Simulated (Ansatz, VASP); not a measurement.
## SiGeTe2S2 in VASP and in Ansatz

```
CELL_PARAMETERS angstrom
4.46967 0.00000 0.00000
-2.23484 3.87085 0.00000
0.00000 0.00000 10.50992
ATOMIC_POSITIONS crystal
Si 0.00000 0.00000 0.00000
Ge 0.00000 0.00000 0.50000
Te 0.00000 0.00000 0.73861
Te 0.00000 0.00000 0.26139
S 0.33333 0.66667 0.00000
S 0.66667 0.33333 0.00000
```

Alike in both runs: functional PBE; k mesh 12 × 12 × 4; occupations gaussian, width 0.1 eV; no spin polarisation.

Ansatz relaxed the structure, and its values are those at the end. VASP's run is a single point on that final structure, the one shown.

|  | VASP | Ansatz |
| --- | --- | --- |
| version | VASP 6.6.1 | Ansatz 0.2.0 |
| potentials or method | VASP PAW PBE potentials, release 64 (Si, Ge_d, Te, S), cutoff 520 eV | scalar-relativistic, plane waves, PAW |
| valence electrons in the cell | 42 | 62 |

```tsv
	VASP	Ansatz	Ansatz less VASP
gap on the k mesh at the Fermi level (eV)	none	none	-
pressure (GPa)	0.0	0.0	+0.04
```

A gap of «none» marks a metal or a gap that the smearing closes. VASP's potentials hold 42 valence electrons a cell and Ansatz's 62, so a difference there can come from the potentials and not from the codes.

Neither program's run includes spin-orbit coupling.
